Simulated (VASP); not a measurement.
The system is SiC.

```
Si C
1.0
     3.01291    0.00000    0.00000
    -1.50645    2.60925    0.00000
     0.00000    0.00000    9.86507
Si C
4 4
Direct
  0.00000 0.00000 0.18789
  0.00000 0.00000 0.68789
  0.33333 0.66667 0.43784
  0.66667 0.33333 0.93784
  0.00000 0.00000 0.00046
  0.00000 0.00000 0.50046
  0.33333 0.66667 0.24980
  0.66667 0.33333 0.74980
```

Base run:

```yaml
Program: VASP 6.6.1
Functional: BLYP
Dispersion: D4
Potentials_or_basis: VASP PAW PBE potentials, release 64 (Si, C)
Cutoff: 520 eV
k_mesh: 10 × 10 × 3
Occupations: fermi-dirac, width 0.05 eV
Spin: no spin polarisation
```

Its results: band gap on the k mesh 2.56 eV, indirect (least direct gap 3.69 eV); pressure 15.2 GPa; largest force 0.013 eV/Å.

After a change of settings the same cell gave: band gap on the k mesh 2.24 eV, indirect (least direct gap 3.37 eV); pressure 11.3 GPa; largest force 0.031 eV/Å. Which change was it?
A. functional from BLYP to SVWN5; dispersion from D4 to none
B. functional from BLYP to revPBE; dispersion from D4 to D3(BJ)
C. functional from BLYP to PBE; dispersion from D4 to none
D. functional from BLYP to PBEsol; further incar settings from ALGO = Normal; EDIFF = 1e-06; NBANDS = 26 to ALGO = Normal; EDIFF = 1e-07; NBANDS = 26

B.

Caveats: the PAW data sets were made with another functional, which shifts forces and pressure a little.
